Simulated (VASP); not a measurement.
# Al (Im-3m) in VASP: a series of runs, part 2 of 2

VASP 6.6.1.

## (4) Relaxation of cell and atoms, r2SCAN

This run uses another cell than the first one, of 16.12 Å³/atom, 0.985 times its volume.

Contents of POSCAR:

```
Al
1.0
   -1.5912200000      1.5912200000      1.5912200000
    1.5912200000     -1.5912200000      1.5912200000
    1.5912200000      1.5912200000     -1.5912200000
Al
1
Direct
    0.0000000000      0.0000000000      0.0000000000
```

Contents of INCAR.step1:

```
SYSTEM = Al
PREC = Accurate
ENCUT = 600
ISMEAR = 1
SIGMA = 0.1
LREAL = .False.
LASPH = .True.
NELM = 100
GGA = PE
ALGO = Normal
EDIFF = 1E-4
LWAVE = .True.
LCHARG = .False.
```

Contents of INCAR.step2:

```
SYSTEM = Al
PREC = Accurate
ENCUT = 600
EDIFF = 1E-7
ISMEAR = 1
SIGMA = 0.1
LREAL = .False.
LASPH = .True.
NELM = 100
ALGO = Normal
ISIF = 3
LWAVE = .False.
LCHARG = .False.
METAGGA = R2SCAN
LMIXTAU = .True.
IBRION = 2
NSW = 60
EDIFFG = -0.01
ISTART = 1
```

Contents of KPOINTS:

```
Automatic mesh
0
Gamma
  10 10 10
  0 0 0
```

Potentials or basis: VASP PAW PBE potentials, release 64 (Al).

Run with:

```sh
$ cat potpaw_PBE.64/Al/POTCAR > POTCAR
$ cp INCAR.step1 INCAR
$ mpirun -np 1 vasp_std > vasp.out
$ cp INCAR.step2 INCAR
$ mpirun -np 1 vasp_std > vasp.out
```

OUTCAR:

```text
SYSTEM = Al
   PREC = Accurate
   ENCUT = 600
   EDIFF = 1E-7
   ISMEAR = 1
   LREAL = .False.
   LASPH = .True.
   NELM = 100
   ISIF = 3
   METAGGA = R2SCAN
   IBRION = 2
   NSW = 60
   EDIFFG = -0.01
   ISTART = 1

 ion  position               nearest neighbor table
   1  0.000  0.000  0.000-

  LATTYP: Found a body centered cubic cell.
 ALAT       =     3.1824400000

  Lattice vectors:

 A1 = (  -1.5912200000,   1.5912200000,   1.5912200000)
 A2 = (   1.5912200000,  -1.5912200000,   1.5912200000)
 A3 = (   1.5912200000,   1.5912200000,  -1.5912200000)

Analysis of symmetry for initial positions (statically):
=====================================================================
 Subroutine PRICEL returns:
 Original cell was already a primitive cell.

 Routine SETGRP: Setting up the symmetry group for a
 body centered cubic supercell.

 Subroutine GETGRP returns: Found 48 space group operations
 (whereof 48 operations were pure point group operations)
 out of a pool of 48 trial point group operations.

The static configuration has the point symmetry O_h .
[... 164 lines left out ...]

  FORCE on cell =-STRESS in cart. coord.  units (eV):
  Direction    XX          YY          ZZ          XY          YZ          ZX
  --------------------------------------------------------------------------------------
  -------------------------------------------------------------------------------------
  Total        0.0976358      0.0976358      0.0976358      0.0000000     -0.0000000      0.0000000
  in kB        9.7066422      9.7066422      9.7066422      0.0000000     -0.0000000      0.0000000
  external PRESSURE =       9.7066422 kB  Pullay stress =       0.0000000 kB
[... 57 lines left out ...]
--------------------------------------- Ionic step        3  -------------------------------------------

 number of electron       3.0000000 magnetization

 Free energy of the ion-electron system (eV)
  ---------------------------------------------------
  ext. energy  EPLUGINS =         0.00000000
  ---------------------------------------------------
  free energy    TOTEN  =        -6.63358181 eV

  energy without entropy =       -6.63335743  energy(sigma->0) =       -6.63350702

 E-fermi :   8.1148     XC(G=0): -10.9717

 val. band max:        8.0049365519   @ k =   0.5000   0.5000   0.4000
 cond. band min:       8.1408991473   @ k =  -0.4000   0.4000   0.2000
 fundamental gap:      0.1359625954
 Fermi energy:         8.1148009465

 k-point     1 :       0.0000    0.0000    0.0000
  band No.  band energies     occupation
      1      -3.7879      2.00000
      2      22.2848      0.00000
      3      22.2848      0.00000
      4      22.2848      0.00000
      5      24.2836      0.00000
[... 177 lines left out ...]
 k-point    24 :      -0.3000    0.3000    0.1000
  band No.  band energies     occupation
      1      -0.7305      2.00000
      2      10.9994      0.00000
      3      15.6042      0.00000
      4      18.1520      0.00000
      5      21.0124      0.00000

 [... further k-points ...]
[... 5 lines left out ...]
  --------------------------------------------------------------------------------------
  -------------------------------------------------------------------------------------
  Total        0.0028550      0.0028550      0.0028550     -0.0000000      0.0000000     -0.0000000
  in kB        0.2807903      0.2807903      0.2807903     -0.0000000      0.0000000     -0.0000000
  external PRESSURE =       0.2807903 kB  Pullay stress =       0.0000000 kB
[... 16 lines left out ...]
  FREE ENERGIE OF THE ION-ELECTRON SYSTEM (eV)
  ---------------------------------------------------
  free  energy   TOTEN  =        -6.6335818069 eV

  energy  without entropy=       -6.6333574325  energy(sigma->0) =       -6.63350702

 reached required accuracy - stopping structural energy minimisation
```

OUTCAR.step1:

```text
SYSTEM = Al
   PREC = Accurate
   ENCUT = 600
   ISMEAR = 1
   LREAL = .False.
   LASPH = .True.
   NELM = 100
[... 409 lines left out ...]
 -----------------------------------------------------------------------------------
      0.00000      0.00000      0.00000         0.000000      0.000000     -0.000000
 -----------------------------------------------------------------------------------
    total drift:                                0.000000     -0.000000     -0.000000

  FREE ENERGIE OF THE ION-ELECTRON SYSTEM (eV)
  ---------------------------------------------------
  free  energy   TOTEN  =        -3.6546573844 eV

  energy  without entropy=       -3.6539383324  energy(sigma->0) =       -3.65441770
```

OSZICAR.step1:

```text
N       E                     dE             d eps       ncg     rms          rms(c)
DAV:   1    -0.134266277068E+01   -0.13427E+01   -0.93585E+02   485   0.378E+02
DAV:   2    -0.366002531382E+01   -0.23174E+01   -0.22030E+01   595   0.331E+01
DAV:   3    -0.367886597853E+01   -0.18841E-01   -0.18846E-01   615   0.370E+00
DAV:   4    -0.367891424592E+01   -0.48267E-04   -0.48267E-04   695   0.175E-01
DAV:   5    -0.367891450125E+01   -0.25533E-06   -0.25475E-06   660   0.791E-03    0.128E+00
DAV:   6    -0.366461573099E+01    0.14299E-01   -0.17890E-03   635   0.308E-01    0.734E-01
DAV:   7    -0.365466187201E+01    0.99539E-02   -0.53570E-03   595   0.499E-01    0.144E-01
DAV:   8    -0.365465738443E+01    0.44876E-05   -0.29563E-05   555   0.533E-02
   1 F= -.36546574E+01 E0= -.36544177E+01  d E =-.719052E-03
```

Wall time 30 s (1 thread of Intel Xeon Platinum 8259CL at 2.50GHz (Skylake/Cascade Lake), shared host); peak memory 0.13 GiB.

Results:

| Item | Value |
| --- | --- |
| Free energy | -6.6336 eV |
| Relaxed volume | 16.29 Å³/atom |
| Relaxed cell | a = 2.766 Å, b = 2.766 Å, c = 2.766 Å, α = 109.47°, β = 109.47°, γ = 109.47° |
| Space group after relaxing (to 0.05 Å) | Im-3m (No. 229) |
| Energy gained by relaxing | 0.5 meV/atom |
| Ionic steps | 3 |
| Pressure after relaxing | 0.0 GPa |

The path:
| step | energy change (eV) | largest force (eV/Å) | pressure (GPa) | volume (Å³) |
| --- | --- | --- | --- | --- |
| 1 | 0.0000 | 0.0000 | 0.97 | 16.12 |
| 2 | -0.0005 | 0.0000 | -0.25 | 16.34 |
| 3 | -0.0005 | 0.0000 | 0.03 | 16.29 |

Final structure:
```xyz
1
Lattice="-1.5969 1.5969 1.5969 1.5969 -1.5969 1.5969 1.5969 1.5969 -1.5969" Properties=species:S:1:pos:R:3 pbc="T T T"
Al    0.0000    0.0000    0.0000
```

Caveat: the PAW data sets were made with another functional, which shifts forces and pressure a little.

## (5) Summary

```tsv
task	level	cell	k mesh	cutoff (eV)	gap on the mesh (eV)	pressure (GPa)
single point	PBEsol	a = 2.770 Å, angles 109.5°, 1 atom	13 × 13 × 13	520	none	0.7
single point	r2SCAN	a = 2.770 Å, angles 109.5°, 1 atom	10 × 10 × 10	520	none	-0.3
relaxation of cell and atoms	r2SCAN	relaxed from a = 2.756 Å, angles 109.5°, 1 atom	10 × 10 × 10	600	none	0.0
```

Alike in all rows: potentials or basis VASP PAW PBE potentials, release 64 (Al); no spin polarisation; smearing methfessel-paxton 0.1 eV.

Caveats: the PAW data sets were made with another functional, which shifts forces and pressure a little.

Total energies depend on the potentials used, so only differences within one code and one set of settings carry meaning.
